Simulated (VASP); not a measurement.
# TiSi2 in VASP: further runs

Runs on TiSi2. Level: PBE. Tasks: single point.

Program: VASP 6.6.1. These are calculated values, not measurements. Logs are shortened: lines on timing, memory, paths and dates and some standing lists are left out, and cuts for length are marked.

### 1 The cell of the first run

The cell holds a disordered packing, 18 atoms: a = 6.668 Å, b = 6.453 Å, c = 6.744 Å, α = 90.17°, β = 91.62°, γ = 85.70°.

### 2 Single point, PBE

File INCAR:

```
ALGO = Normal ; EDIFF = 1E-6
ENCUT = 400 ; GGA = PE
GGA_COMPAT = F ; ISIF = 2
ISMEAR = -1 ; ISYM = -1
LASPH = T ; LCHARG = F
LREAL = Auto ; LWAVE = F
NBANDS = 75 ; NELM = 120
PREC = Accurate ; SIGMA = 0.0939
```

File KPOINTS:

```
explicit points
1
Reciprocal
  0.25000000   0.25000000   0.25000000 1
```

File POSCAR:

```
TiSi2
1.0
    6.6632510000      0.2460850000     -0.0945350000
    0.2460850000      6.4484990000     -0.0081680000
   -0.0945350000     -0.0081680000      6.7432540000
Ti Si
6 12
Direct
    0.5586203656      0.2926369125      0.8574841515
    0.5390009947      0.7129775783      0.7222404880
    0.1948472842      0.4792835795      0.4976343285
    0.8206298661      0.8795931109      0.4261749240
    0.1535591023      0.9807624459      0.7055880703
    0.1688944080      0.6386479915      0.0595390459
    0.4246858583      0.9735789863      0.0694097940
    0.5784952738      0.5805225004      0.3726460190
    0.2548263034      0.8181477625      0.3789127082
    0.8995923913      0.6373368649      0.6561373388
    0.0847794623      0.0800490443      0.1163241763
    0.3491055621      0.3185837034      0.2003348659
    0.4757229000      0.1116388800      0.4863462552
    0.8071835871      0.9918319670      0.8968193077
    0.7581080169      0.6029710302      1.0589001703
    0.8213938036      0.2191414686      0.5950337049
    0.0810028785      0.3450711203      0.8583946486
    0.7564167942      0.2060373910      0.1902223726
```

Potentials or basis: VASP PAW PBE potentials, release 64 (Ti_sv, Si).

Started as:

```console
$ cat potpaw_PBE.64/Ti_sv/POTCAR potpaw_PBE.64/Si/POTCAR > POTCAR
$ mpirun -np 1 vasp_std > vasp.out
```

OUTCAR:

```text
EDIFF = 1E-6
   ENCUT = 400
   GGA = PE
   ISIF = 2
   ISMEAR = -1
   ISYM = -1
   LASPH = T
   LREAL = Auto
   NELM = 120
   PREC = Accurate

 ion  position               nearest neighbor table
   1  0.559  0.293  0.857-  14 2.47  16 2.54  18 2.61   7 2.73  12 2.73  15 2.81  13 2.82   2 2.86

   2  0.539  0.713  0.722-  10 2.47   8 2.52  15 2.73   1 2.86  14 2.86   7 2.96   9 3.00  13 3.03

   3  0.195  0.479  0.498-   9 2.40  10 2.42  12 2.47  17 2.73   8 2.84  13 2.91
   4  0.821  0.880  0.426-  10 2.23  16 2.47   8 2.63  18 2.65  13 2.69   9 2.92
   5  0.154  0.981  0.706-   9 2.52  17 2.58  14 2.67  16 2.69  13 2.82  11 2.88  10 2.90   7 3.00

   6  0.169  0.639  0.060-  17 2.42  12 2.49   9 2.51  15 2.77   7 2.85  11 2.89
   7  0.425  0.974  0.069-  11 2.35  12 2.42   9 2.64   1 2.73  14 2.84   6 2.85  18 2.86   2 2.96
                            13 2.97   5 3.00  15 3.14
   8  0.578  0.581  0.373-  15 2.47   2 2.52   9 2.55  12 2.61   4 2.63   3 2.84  10 2.87  18 2.90
                            16 3.10
   9  0.255  0.818  0.379-   3 2.40   6 2.51   5 2.52   8 2.55  13 2.58  11 2.63   7 2.64   4 2.92
                             2 3.00
  10  0.900  0.637  0.656-   4 2.23   3 2.42   2 2.47  17 2.54  16 2.81  14 2.84   8 2.87   5 2.90
                            15 2.91
  11  0.085  0.080  0.116-  18 2.34   7 2.35  14 2.44  17 2.44  12 2.48   9 2.63   5 2.88   6 2.89

  12  0.349  0.319  0.200-   7 2.42  13 2.44   3 2.47  11 2.48   6 2.49   8 2.61   1 2.73  18 2.76
                            17 2.88
  13  0.476  0.112  0.486-  12 2.44  16 2.54   9 2.58   4 2.69   1 2.82   5 2.82  18 2.87   3 2.91
                             7 2.97   2 3.03
  14  0.807  0.992  0.897-  18 2.43  11 2.44   1 2.47  16 2.52   5 2.67  15 2.79  10 2.84   7 2.84
                             2 2.86  17 3.04
  15  0.758  0.603  0.059-   8 2.47  18 2.71   2 2.73   6 2.77  14 2.79   1 2.81  10 2.91  17 2.97
                             7 3.14
  16  0.821  0.219  0.595-   4 2.47  14 2.52  13 2.54   1 2.54  17 2.62   5 2.69  18 2.75  10 2.81
                             8 3.10
  17  0.081  0.345  0.858-   6 2.42  11 2.44  10 2.54   5 2.58  16 2.62   3 2.73  12 2.88  15 2.97
                            14 3.04
  18  0.756  0.206  0.190-  11 2.34  14 2.43   1 2.61   4 2.65  15 2.71  16 2.75  12 2.76   7 2.86
                            13 2.87   8 2.90

IMPORTANT INFORMATION: All symmetrisations will be switched off!
NOSYMM: (Re-)initialisation of all symmetry stuff for point group C_1.

----------------------------------------------------------------------------------------

                                     Primitive cell

  volume of cell :     289.2779

  direct lattice vectors                    reciprocal lattice vectors
     6.663251000  0.246085000 -0.094535000     0.150318448 -0.005733731  0.002100399
     0.246085000  6.448499000 -0.008168000    -0.005733731  0.155293792  0.000107723
    -0.094535000 -0.008168000  6.743254000     0.002100399  0.000107723  0.148325933

  length of vectors
     6.668463735  6.453197959  6.743921566     0.150442424  0.155399644  0.148340843

  position of ions in fractional coordinates (direct lattice)
     0.558620366  0.292636913  0.857484152
     0.539000995  0.712977578  0.722240488
     0.194847284  0.479283579  0.497634328
     0.820629866  0.879593111  0.426174924
     0.153559102  0.980762446  0.705588070
     0.168894408  0.638647992  0.059539046
[... 10 lines left out ...]
     0.081002879  0.345071120  0.858394649
     0.756416794  0.206037391  0.190222373

  ion indices of the primitive-cell ions
   primitive index   ion index
                 1           1
                 2           2
                 3           3
                 4           4
                 5           5
                 6           6
[... 10 lines left out ...]
                17          17
                18          18

----------------------------------------------------------------------------------------

 KPOINTS: explicit points

Read explicit list of k-points.

 Found      1 k-points:

 Following reciprocal coordinates:
            Coordinates               Weight
  0.250000  0.250000  0.250000      1.000000
   k-points           NKPTS =      1   k-points in BZ     NKDIM =      1   number of bands    NBANDS=     75
   number of dos      NEDOS =    301   number of ions     NIONS =     18
   total plane-waves  NPLWV =  96768
   dimension x,y,z NGX =    48 NGY =   42 NGZ =   48
   dimension x,y,z NGXF=    96 NGYF=   84 NGZF=   96
   ions per type =               6  12
   NGX,Y,Z   is equivalent  to a cutoff of  11.97, 10.82, 11.83 a.u.
   NGXF,Y,Z  is equivalent  to a cutoff of  23.93, 21.64, 23.67 a.u.
 SYSTEM =  unknown system
   PREC   = accura    normal or accurate (medium, high low for compatibility)
   ISTART =      0    job   : 0-new  1-cont  2-samecut
   ICHARG =      2    charge: 1-file 2-atom 10-const
   ISPIN  =      1    spin polarized calculation?
   LNONCOLLINEAR =      F non collinear calculations
   LSORBIT =      F    spin-orbit coupling
   LASPH  =      T    aspherical Exc in radial PAW
   ENCUT  =  400.0 eV  29.40 Ry    5.42 a.u.  10.87 10.52 11.00*2*pi/ulx,y,z
   NELM   =    120;   NELMIN=  2; NELMDL= -5     # of ELM steps
   EDIFF  = 0.1E-05   stopping-criterion for ELM
   LREAL  =      T    real-space projection
   EDIFFG = 0.1E-04   stopping-criterion for IOM
   NSW    =      0    number of steps for IOM
   IBRION =     -1    ionic relax: 0-MD 1-quasi-New 2-CG
   NFREE  =      0    steps in history (QN), initial steepest desc. (CG)
   ISIF   =      2    stress and relaxation
   ISYM   =     -1    0-nonsym 1-usesym 2-fastsym
   POTIM  = 0.5000    time-step for ionic-motion
   TEBEG  =    0.0;   TEEND  =   0.0 temperature during run
   PSTRESS=    0.0 pullay stress
   NELECT =     120.0000    total number of electrons
   NUPDOWN=      -1.0000    fix difference up-down
   EMIN   =  10.00;   EMAX   =-10.00  energy-range for DOS
   EFERMI =   0.00;   METHOD = LEGACY
   ISMEAR =    -1;   SIGMA  =   0.09  broadening in eV -4-tet -1-fermi 0-gaus
   EFERMI_NEDOS =   21; number of points for ismear=-14 and -15
   IALGO  =     38    algorithm
   IMIX   =      4    mixing-type and parameters
     AMIX     =   0.40;   BMIX     =  1.00
     AMIX_MAG =   1.60;   BMIX_MAG =  1.00
  volume/ion in A,a.u.               =      16.07       108.45
  Fermi-wavevector in a.u.,A,eV,Ry     =   1.220947  2.307255 20.282365  1.490712
  Thomas-Fermi vector in A             =   2.356147
   LORBIT       =      0    0 simple, 1 ext, 2 COOP (PROOUT), +10 PAW based schemes
   GGA     = PE    functional components
   LHFCALC =     F    Hartree Fock is set to
   AEXX    =    0.0000 exact exchange contribution
   IVDW    =     0    specifies the selected vdW correction
   LEPSILON=     F    determine dielectric tensor
   LRPA    =     F    only Hartree local field effects (RPA)
 non-spin polarized calculation
  energy-cutoff  :      400.00
  volume of cell :      289.28
 maximum number of plane-waves:      5264
 NGX is ok and might be reduce to    48
   NGX = 21   NGY = 21   NGZ = 21

 number of electron     120.0000006 magnetization

 Free energy of the ion-electron system (eV)
  ---------------------------------------------------
  ext. energy  EPLUGINS =         0.00000000
  ---------------------------------------------------
  free energy    TOTEN  =      -112.45507184 eV

  energy without entropy =     -112.06224814  energy(sigma->0) =     -112.25865999

 E-fermi :   8.7486     XC(G=0): -11.0198

 val. band max:        8.7350212971   @ k =   0.2500   0.2500   0.2500
 cond. band min:       8.8080866716   @ k =   0.2500   0.2500   0.2500
 fundamental gap:      0.0730653744
 Fermi energy:         8.7486271450

 k-point     1 :       0.2500    0.2500    0.2500
  band No.  band energies     occupation
      1     -48.1876      2.00000
      2     -48.1642      2.00000
      3     -48.1598      2.00000
      4     -48.1058      2.00000
      5     -48.0731      2.00000
      6     -48.0535      2.00000
[... 64 lines left out ...]
     71      10.1516      0.00000
     72      10.2595      0.00000
 [bands above 72 left out]

------------------------ aborting loop because EDIFF is reached ----------------------------------------

  FORCE on cell =-STRESS in cart. coord.  units (eV):
  Direction    XX          YY          ZZ          XY          YZ          ZX
  --------------------------------------------------------------------------------------
  -------------------------------------------------------------------------------------
  Total       -2.3790674      4.7821259     -3.5616292     -0.5374159      0.2484040      3.6292836
  in kB      -13.1765625     26.4860005    -19.7262294     -2.9765002      1.3757956     20.1009363
  external PRESSURE =      -2.1389304 kB  Pullay stress =       0.0000000 kB

 VOLUME and BASIS-vectors are now :
 -----------------------------------------------------------------------------
  energy-cutoff  :      400.00
  volume of cell :      289.28
      direct lattice vectors                 reciprocal lattice vectors
     6.663251000  0.246085000 -0.094535000     0.150318448 -0.005733731  0.002100399
     0.246085000  6.448499000 -0.008168000    -0.005733731  0.155293792  0.000107723
    -0.094535000 -0.008168000  6.743254000     0.002100399  0.000107723  0.148325933

 POSITION                                       TOTAL-FORCE (eV/Angst)
 -----------------------------------------------------------------------------------
      3.71318      2.01753      5.72703        -1.904224      0.617261      0.296177
      3.69867      4.72438      4.81347        -0.855318      1.392709      0.493384
      1.36922      3.13454      3.33334         0.982868     -0.789026      0.342793
      5.64423      5.87052      2.78904         0.967105      0.467642     -3.402999
      1.19785      6.35647      4.73543         0.884011      0.231134      0.905814
      1.27692      4.15940      0.38030         0.015486      1.671251     -0.372817
[... 10 lines left out ...]
      0.54351      2.23811      5.77790         0.160070     -0.291575     -0.204799
      5.07291      1.51322      1.20953        -0.685509      0.986540      0.864844
 -----------------------------------------------------------------------------------
    total drift:                                0.002004     -0.000665     -0.001084

  FREE ENERGIE OF THE ION-ELECTRON SYSTEM (eV)
  ---------------------------------------------------
  free  energy   TOTEN  =      -112.4550718448 eV

  energy  without entropy=     -112.0622481352  energy(sigma->0) =     -112.25865999
```

Wall time 52 s (1 thread of Intel Xeon Platinum 8259CL at 2.50GHz (Skylake/Cascade Lake), shared host); peak memory 0.28 GiB.

What came out:

| Property | Result |
| --- | --- |
| Free energy | -112.4551 eV |
| Pressure | -0.2 GPa |
| Largest force | 3.569 eV/Å |

Forces in eV/Å, atoms in the order of the input:
```
Ti  -1.904  0.617  0.296
Ti  -0.855  1.393  0.493
Ti   0.983 -0.789  0.343
Ti   0.967  0.468 -3.403
Ti   0.884  0.231  0.906
Ti   0.015  1.671 -0.373
Si   0.311 -0.860 -0.976
Si  -0.054 -0.953 -0.047
Si  -0.034  1.323  0.019
Si   0.116 -1.352  2.645
Si  -0.024 -0.378  0.359
Si  -0.036 -0.695 -0.748
Si  -0.661 -0.525  0.767
Si   0.019 -1.898 -1.146
Si   0.359 -0.021 -0.296
Si   0.439  1.072  0.501
Si   0.160 -0.292 -0.205
Si  -0.686  0.987  0.865
```

Stress tensor (GPa, compression positive):
```
-1.32 -0.30  2.01
-0.30  2.65  0.14
 2.01  0.14 -1.97
```

Levels at points of the mesh, in eV from the Fermi level:
```
           k point  band 58  band 59  band 60  band 61  band 62  band 63
(0.25, 0.25, 0.25)    -0.48    -0.29    -0.01     0.06     0.17     0.39
```

Caveat: the atoms stand as in a frame of molecular dynamics.

### 3 Single point, PBE

File INCAR:

```
PREC = Accurate ; ENCUT = 400
EDIFF = 1E-6 ; ISMEAR = -1
SIGMA = 0.0939 ; LREAL = Auto
LASPH = T ; NELM = 120
ALGO = Normal ; ISIF = 2
LWAVE = F ; LCHARG = F
GGA = PE ; ISYM = -1
NBANDS = 75 ; GGA_COMPAT = F
```

KPOINTS is that of step 2.

File POSCAR:

```
TiSi2
1.0
    6.6632510000      0.2460850000     -0.0945350000
    0.2460850000      6.4484990000     -0.0081680000
   -0.0945350000     -0.0081680000      6.7432540000
Ti Si
6 12
Direct
    0.5418870407      0.2642095700      0.8582787116
    0.5403880256      0.7465800394      0.7253948387
    0.1602071788      0.4698285936      0.5045053539
    0.8285938088      0.8122021036      0.3809941287
    0.1888360148      1.0104415855      0.7193027134
    0.1783722176      0.7164510291      0.0419284799
    0.4796454622      0.9373475692      0.0820784059
    0.5726256644      0.4772890752      0.4884562652
    0.2216860587      0.8324901608      0.4021282412
    0.9076630773      0.6572207569      0.6856833671
    0.0159732649      0.1298119509      0.1765446380
    0.3066760016      0.3443470916      0.1999558734
    0.5307509765      0.0464607972      0.5038269410
    0.7939556313      0.9199907989      0.9808175816
    0.7785243135      0.5662799237      1.0690104763
    0.8879699358      0.2410148098      0.6326936293
    0.1104152374      0.3371073082      0.9116887184
    0.7089527394      0.2035851417      0.2882244582
```

Potentials or basis: VASP PAW PBE potentials, release 64 (Ti_sv, Si).

Started as:

```console
$ cat potpaw_PBE.64/Ti_sv/POTCAR potpaw_PBE.64/Si/POTCAR > POTCAR
$ mpirun -np 1 vasp_std > vasp.out
```

It took 50 s on 1 thread of Intel Xeon Platinum 8259CL at 2.50GHz (Skylake/Cascade Lake), shared host; peak memory 0.28 GiB.

It converged, with:

```yaml
Free_energy: -112.4515 eV
Pressure: 0.8 GPa
Largest_force: 3.069 eV/Å
```

Forces in eV/Å, atoms in the order of the input:
```
Ti   0.137  0.546  0.509
Ti  -1.070  0.484  1.183
Ti   1.639 -0.396  0.613
Ti  -0.210  0.670 -1.929
Ti   0.060 -0.538  0.800
Ti  -0.727 -0.840 -0.130
Si  -2.054 -0.314  0.380
Si   0.617 -1.113 -1.012
Si   0.966  0.795 -0.773
Si  -0.058 -0.594  2.744
Si   1.725 -1.115  0.133
Si   1.780 -0.102 -0.142
Si  -2.231 -0.339  2.080
Si   1.813  0.266 -1.449
Si  -0.366 -0.758 -0.339
Si  -1.674  0.251  0.216
Si  -0.093  1.395 -1.285
Si  -0.254  1.703 -1.598
```

Stress tensor (GPa, compression positive):
```
0.36 0.94 0.72
0.94 0.48 1.11
0.72 1.11 1.56
```

Levels at points of the mesh, in eV from the Fermi level:
```csv
k point,band 56,band 57,band 58,band 59,band 60,band 61,band 62,band 63,band 64,band 65
"(0.25, 0.25, 0.25)",-0.88,-0.61,-0.45,-0.34,-0.16,0.16,0.30,0.48,0.58,0.76
```

Caveat: the atoms stand as in a frame of molecular dynamics.
